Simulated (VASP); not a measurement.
# Si (I4/mmm) in VASP: a series of runs

Si is run at these levels: LDA; tasks: single point.

Program: VASP 6.6.1. These are calculated values, not measurements. Logs are shortened: lines on timing, memory, paths and dates and some standing lists are left out, and cuts for length are marked.

**1. The cell of the first run**

Symmetry: I4/mmm, No. 139, tetragonal system. The conventional cell has a = 6.373 Å, b = 6.373 Å, c = 3.684 Å, α = 90.00°, β = 90.00°, γ = 90.00°. Within 3.0 Å of Si (site symmetry m2m) lie 4 Si at 2.25 to 2.28 Å.

**2. Single point, LDA**

INCAR reads:

```
SYSTEM = Si
PREC     = Accurate       ! precision mode
ENCUT    = 520            ! plane-wave cutoff, eV
EDIFF    = 1E-7           ! SCF threshold, eV
ISMEAR   = 1              ! smearing method
SIGMA    = 0.1            ! smearing width, eV
LREAL    = .FALSE.        ! projectors in reciprocal space
LASPH    = .TRUE.         ! aspherical terms in the spheres
NELM     = 60             ! most SCF steps
ALGO     = Normal         ! electronic algorithm
ISIF     = 2              ! what is computed and relaxed
LWAVE    = .FALSE.        ! write WAVECAR
LCHARG   = .FALSE.        ! write CHGCAR
NBANDS   = 16             ! bands
```

KPOINTS reads:

```
regular mesh
0
G
  7 7 7
  0 0 0
```

POSCAR reads:

```
Si
1.0
   -3.1867196830      3.1867196830      1.8421916907
    3.1867196830     -3.1867196830      1.8421916907
    3.1867196830      3.1867196830     -1.8421916907
Si
4
Direct
    0.1788010000      0.1788010000      0.3576020000
    0.8211990000      0.8211990000      0.6423980000
    0.1788010000      0.8211990000      0.0000000000
    0.8211990000      0.1788010000      0.0000000000
```

Potentials or basis: VASP PAW LDA potentials, release 64 (Si).

Launch:

```bash
$ cat potpaw_LDA.64/Si/POTCAR > POTCAR
$ mpirun -np 1 vasp_std > vasp.out
```

OUTCAR:

```text
SYSTEM = Si
   PREC = Accurate
   ENCUT = 520
   EDIFF = 1E-7
   ISMEAR = 1
   LREAL = .FALSE.
   LASPH = .TRUE.
   NELM = 60
   ISIF = 2

 ion  position               nearest neighbor table
   1  0.179  0.179  0.358-   2 2.25   2 2.25   3 2.28   4 2.28
   2  0.821  0.821  0.642-   1 2.25   1 2.25   4 2.28   3 2.28
   3  0.179  0.821  0.000-   4 2.25   4 2.25   2 2.28   1 2.28
   4  0.821  0.179  0.000-   3 2.25   3 2.25   2 2.28   1 2.28

  LATTYP: Found a body centered tetragonal cell.
 ALAT       =     6.3734393660
 C/A-ratio  =     0.5780840092

  Lattice vectors:

 A1 = (  -3.1867196830,   3.1867196830,   1.8421916907)
 A2 = (   3.1867196830,  -3.1867196830,   1.8421916907)
 A3 = (   3.1867196830,   3.1867196830,  -1.8421916907)

Analysis of symmetry for initial positions (statically):
=====================================================================
 Subroutine PRICEL returns:
 Original cell was already a primitive cell.

 Routine SETGRP: Setting up the symmetry group for a
 body centered tetragonal supercell.

 Subroutine GETGRP returns: Found 16 space group operations
 (whereof 16 operations were pure point group operations)
 out of a pool of 16 trial point group operations.

The static configuration has the point symmetry D_4h.

Analysis of symmetry for dynamics (positions and initial velocities):
=====================================================================
 Subroutine PRICEL returns:
 Original cell was already a primitive cell.

 Routine SETGRP: Setting up the symmetry group for a
 body centered tetragonal supercell.

 Subroutine GETGRP returns: Found 16 space group operations
 (whereof 16 operations were pure point group operations)
 out of a pool of 16 trial point group operations.

The dynamic configuration has the point symmetry D_4h.

 Subroutine INISYM returns: Found 16 space group operations
 (whereof 16 operations are pure point group operations),
 and found     1 'primitive' translations

----------------------------------------------------------------------------------------

                                     Primitive cell

  volume of cell :      74.8312

  direct lattice vectors                    reciprocal lattice vectors
    -3.186719683  3.186719683  1.842191691     0.000000000  0.156901155  0.271415837
     3.186719683 -3.186719683  1.842191691     0.156901155  0.000000000  0.271415837
     3.186719683  3.186719683 -1.842191691     0.156901155  0.156901155  0.000000000

  length of vectors
     4.868678969  4.868678969  4.868678969     0.313503635  0.313503635  0.221891742

  position of ions in fractional coordinates (direct lattice)
     0.178801000  0.178801000  0.357602000
     0.821199000  0.821199000  0.642398000
     0.178801000  0.821199000  0.000000000
     0.821199000  0.178801000  0.000000000

  ion indices of the primitive-cell ions
   primitive index   ion index
                 1           1
                 2           2
                 3           3
                 4           4

----------------------------------------------------------------------------------------

 KPOINTS: regular mesh

Automatic generation of k-mesh.
 Grid dimensions read from file:
 generate k-points for:    7    7    7

 Generating k-lattice:

  Cartesian coordinates                     Fractional coordinates (reciprocal lattice)
     0.000000000  0.022414451  0.038773691     0.142857143 -0.000000000  0.000000000
     0.022414451  0.000000000  0.038773691    -0.000000000  0.142857143  0.000000000
     0.022414451  0.022414451  0.000000000     0.000000000  0.000000000  0.142857143

  Length of vectors
     0.044786234  0.044786234  0.031698820

  Shift w.r.t. Gamma in fractional coordinates (k-lattice)
     0.000000000  0.000000000  0.000000000

 Subroutine IBZKPT returns following result:
 ===========================================

 Found     40 irreducible k-points:

 Following reciprocal coordinates:
            Coordinates               Weight
  0.000000  0.000000  0.000000      1.000000
  0.142857  0.000000 -0.000000      8.000000
  0.285714  0.000000 -0.000000      8.000000
  0.428571  0.000000 -0.000000      8.000000
  0.142857  0.142857 -0.000000      8.000000
  0.285714  0.142857 -0.000000     16.000000
[... 16 lines left out ...]
 -0.142857  0.285714  0.142857      8.000000
 -0.428571  0.428571  0.142857      8.000000
 [... further k-points ...]
   k-points           NKPTS =     40   k-points in BZ     NKDIM =     40   number of bands    NBANDS=     16
   number of dos      NEDOS =    301   number of ions     NIONS =      4
   total plane-waves  NPLWV =  46656
   dimension x,y,z NGX =    36 NGY =   36 NGZ =   36
   dimension x,y,z NGXF=    72 NGYF=   72 NGZF=   72
   ions per type =               4
   NGX,Y,Z   is equivalent  to a cutoff of  12.29, 12.29, 12.29 a.u.
   NGXF,Y,Z  is equivalent  to a cutoff of  24.59, 24.59, 24.59 a.u.
 SYSTEM =  Si
   PREC   = accura    normal or accurate (medium, high low for compatibility)
   ISTART =      0    job   : 0-new  1-cont  2-samecut
   ICHARG =      2    charge: 1-file 2-atom 10-const
   ISPIN  =      1    spin polarized calculation?
   LNONCOLLINEAR =      F non collinear calculations
   LSORBIT =      F    spin-orbit coupling
   LASPH  =      T    aspherical Exc in radial PAW
   ENCUT  =  520.0 eV  38.22 Ry    6.18 a.u.   9.05  9.05  9.05*2*pi/ulx,y,z
   NELM   =     60;   NELMIN=  2; NELMDL= -5     # of ELM steps
   EDIFF  = 0.1E-06   stopping-criterion for ELM
   LREAL  =      F    real-space projection
   EDIFFG = 0.1E-05   stopping-criterion for IOM
   NSW    =      0    number of steps for IOM
   IBRION =     -1    ionic relax: 0-MD 1-quasi-New 2-CG
   NFREE  =      0    steps in history (QN), initial steepest desc. (CG)
   ISIF   =      2    stress and relaxation
   ISYM   =      2    0-nonsym 1-usesym 2-fastsym
   POTIM  = 0.5000    time-step for ionic-motion
   TEBEG  =    0.0;   TEEND  =   0.0 temperature during run
   PSTRESS=    0.0 pullay stress
   NELECT =      16.0000    total number of electrons
   NUPDOWN=      -1.0000    fix difference up-down
   EMIN   =  10.00;   EMAX   =-10.00  energy-range for DOS
   EFERMI =   0.00;   METHOD = LEGACY
   ISMEAR =     1;   SIGMA  =   0.10  broadening in eV -4-tet -1-fermi 0-gaus
   EFERMI_NEDOS =   21; number of points for ismear=-14 and -15
   IALGO  =     38    algorithm
   IMIX   =      4    mixing-type and parameters
     AMIX     =   0.40;   BMIX     =  1.00
     AMIX_MAG =   1.60;   BMIX_MAG =  1.00
  volume/ion in A,a.u.               =      18.71       126.25
  Fermi-wavevector in a.u.,A,eV,Ry     =   0.978935  1.849919 13.038657  0.958314
  Thomas-Fermi vector in A             =   2.109749
   LORBIT       =      0    0 simple, 1 ext, 2 COOP (PROOUT), +10 PAW based schemes
   GGA     = CA    functional components
   LHFCALC =     F    Hartree Fock is set to
   AEXX    =    0.0000 exact exchange contribution
   IVDW    =     0    specifies the selected vdW correction
   LEPSILON=     F    determine dielectric tensor
   LRPA    =     F    only Hartree local field effects (RPA)
 non-spin polarized calculation
 Methfessel and Paxton  Order N= 1 SIGMA  =   0.10
  energy-cutoff  :      520.00
  volume of cell :       74.83
 maximum number of plane-waves:      2042
   NGX = 19   NGY = 19   NGZ = 19

 number of electron      16.0000000 magnetization

 Free energy of the ion-electron system (eV)
  ---------------------------------------------------
  ext. energy  EPLUGINS =         0.00000000
  ---------------------------------------------------
  free energy    TOTEN  =       -23.09283103 eV

  energy without entropy =      -23.09280760  energy(sigma->0) =      -23.09282322

 E-fermi :   6.5525     XC(G=0):  -9.7874

 val. band max:        6.4747489804   @ k =  -0.1429  -0.1429   0.1429
 cond. band min:       6.5592117973   @ k =  -0.4286   0.4286   0.4286
 fundamental gap:      0.0844628170
 Fermi energy:         6.5525372732

 k-point     1 :       0.0000    0.0000    0.0000
  band No.  band energies     occupation
      1      -6.2487      2.00000
      2      -1.4239      2.00000
      3       0.7839      2.00000
      4       0.7839      2.00000
      5       2.4112      2.00000
      6       5.0939      2.00000
[... 8 lines left out ...]
     15      11.9708      0.00000
     16      13.6947      0.00000

 k-point     2 :       0.1429    0.0000   -0.0000
  band No.  band energies     occupation
      1      -5.9982      2.00000
      2      -1.4938      2.00000
      3       0.4819      2.00000
      4       1.1823      2.00000
      5       2.6520      2.00000
      6       3.8486      2.00000
[... 8 lines left out ...]
     15      11.3650      0.00000
     16      14.9137      0.00000

 k-point     3 :       0.2857    0.0000   -0.0000
  band No.  band energies     occupation
      1      -5.2752      2.00000
      2      -1.4550      2.00000
      3      -0.3951      2.00000
      4       1.2802      2.00000
      5       2.3177      2.00000
      6       2.8507      2.00000
[... 8 lines left out ...]
     15      12.9977      0.00000
     16      13.7413      0.00000

 k-point     4 :       0.4286    0.0000   -0.0000
  band No.  band energies     occupation
      1      -4.2715      2.00000
      2      -1.7447      2.00000
      3      -1.1710      2.00000
      4       0.4194      2.00000
      5       1.8200      2.00000
      6       2.7600      2.00000
[... 8 lines left out ...]
     15      12.8072      0.00000
     16      14.6252      0.00000
[... 324 lines left out ...]
 k-point    22 :      -0.2857    0.2857    0.1429
  band No.  band energies     occupation
      1      -5.6377      2.00000
      2      -2.9944      2.00000
      3      -0.4239      2.00000
      4       2.6483      2.00000
      5       3.3003      2.00000
      6       4.2852      2.00000
[... 8 lines left out ...]
     15      13.2406      0.00000
     16      14.0041      0.00000

 k-point    23 :      -0.1429    0.2857    0.1429
  band No.  band energies     occupation
      1      -5.5103      2.00000
      2      -2.5339      2.00000
      3      -0.7546      2.00000
      4       2.9110      2.00000
      5       2.9229      2.00000
      6       3.4040      2.00000
[... 8 lines left out ...]
     15      12.8964      0.00000
     16      13.4376      0.00000

 k-point    24 :      -0.4286    0.4286    0.1429
  band No.  band energies     occupation
      1      -5.1248      2.00000
      2      -3.8462      2.00000
      3      -0.3562      2.00000
      4       2.6405      2.00000
      5       3.1144      2.00000
      6       4.1019      2.00000
[... 8 lines left out ...]
     15      12.3669      0.00000
     16      14.3763      0.00000

 [... further k-points ...]

------------------------ aborting loop because EDIFF is reached ----------------------------------------

  FORCE on cell =-STRESS in cart. coord.  units (eV):
  Direction    XX          YY          ZZ          XY          YZ          ZX
  --------------------------------------------------------------------------------------
  -------------------------------------------------------------------------------------
  Total        5.4102423      5.4102423      5.7433154      0.0000000     -0.0000000     -0.0000000
  in kB      115.8363222    115.8363222    122.9676048      0.0000000     -0.0000000     -0.0000000
  external PRESSURE =     118.2134164 kB  Pullay stress =       0.0000000 kB

 VOLUME and BASIS-vectors are now :
 -----------------------------------------------------------------------------
  energy-cutoff  :      520.00
  volume of cell :       74.83
      direct lattice vectors                 reciprocal lattice vectors
    -3.186719683  3.186719683  1.842191691     0.000000000  0.156901155  0.271415837
     3.186719683 -3.186719683  1.842191691     0.156901155  0.000000000  0.271415837
     3.186719683  3.186719683 -1.842191691     0.156901155  0.156901155  0.000000000

 POSITION                                       TOTAL-FORCE (eV/Angst)
 -----------------------------------------------------------------------------------
      1.13958      1.13958      0.00000         0.129179      0.129179     -0.000000
      2.04714      2.04714      1.84219        -0.129179     -0.129179      0.000000
      2.04714     -2.04714      1.84219        -0.129179      0.129179     -0.000000
     -2.04714      2.04714      1.84219         0.129179     -0.129179      0.000000
 -----------------------------------------------------------------------------------
    total drift:                                0.000000     -0.000000      0.000000

  FREE ENERGIE OF THE ION-ELECTRON SYSTEM (eV)
  ---------------------------------------------------
  free  energy   TOTEN  =       -23.0928310303 eV

  energy  without entropy=      -23.0928076035  energy(sigma->0) =      -23.09282322
```

Run time: 25 s. Hardware: 1 thread of AMD EPYC 9R45 (Zen 5), shared host; peak memory 0.15 GiB.

What came out:

* Free energy: -23.0928 eV
* Pressure: 11.8 GPa
* Largest force: 0.183 eV/Å
* Band gap on the k mesh: zero (bands 8 and 9 overlap by 0.08 eV)

Forces in eV/Å, atoms in the order of the input:
```
Si   0.129  0.129  0.000
Si  -0.129 -0.129  0.000
Si  -0.129  0.129  0.000
Si   0.129 -0.129  0.000
```

Caveat: the cell stands under pressure; semilocal functionals underestimate gaps, so a narrow gap can read as zero.

**3. Single point, LDA**

This run uses another cell than the first one, of 19.56 Å³/atom.

INCAR reads:

```
SYSTEM = Si
PREC = Accurate ; ENCUT = 520
EDIFF = 1E-6 ; ISMEAR = 1
SIGMA = 0.1 ; LREAL = .False.
LASPH = .True. ; NELM = 60
ALGO = Normal ; ISIF = 2
LWAVE = .False. ; LCHARG = .True.
LELF = .True. ; LVHAR = .True.
NBANDS = 16
```

KPOINTS reads:

```
regular mesh
0
Gamma
  7 7 7
  0 0 0
```

POSCAR reads:

```
Si
1.0
   -3.2342896766      3.2342896766      1.8696911433
    3.2342896766     -3.2342896766      1.8696911433
    3.2342896766      3.2342896766     -1.8696911433
Si
4
Direct
    0.1788010000      0.1788010000      0.3576020000
    0.8211990000      0.8211990000      0.6423980000
    0.1788010000      0.8211990000      0.0000000000
    0.8211990000      0.1788010000      0.0000000000
```

Potentials or basis: VASP PAW LDA potentials, release 64 (Si).

Launch:

```bash
$ cat potpaw_LDA.64/Si/POTCAR > POTCAR
$ mpirun -np 1 vasp_std > vasp.out
```

It took 34 s on 1 thread of AMD EPYC 9R45 (Zen 5), shared host; peak memory 0.16 GiB.

Results (log left out):

| Property | Result |
| --- | --- |
| Free energy | -23.2836 eV |
| Pressure | 6.3 GPa |
| Largest force | 0.107 eV/Å |
| Band gap on the k mesh | 0.07 eV (least direct gap 0.44 eV) |

Forces on the atoms (eV/Å):
```
Si   0.076  0.076  0.000
Si  -0.076 -0.076  0.000
Si  -0.076  0.076  0.000
Si   0.076 -0.076  0.000
```

Stress tensor (GPa, compression positive):
```
6.22 0.00 0.00
0.00 6.22 0.00
0.00 0.00 6.52
```

Levels at points of the mesh, in eV from the valence-band top:
```tsv
k point	band 6	band 7	band 8	band 9	band 10	band 11
(0.00, 0.00, 0.00)	-1.41	-1.41	-0.46	1.45	1.87	1.87
```

Caveat: the cell stands under pressure; an odd mesh through Γ misses points on the zone boundary, where band edges can lie.
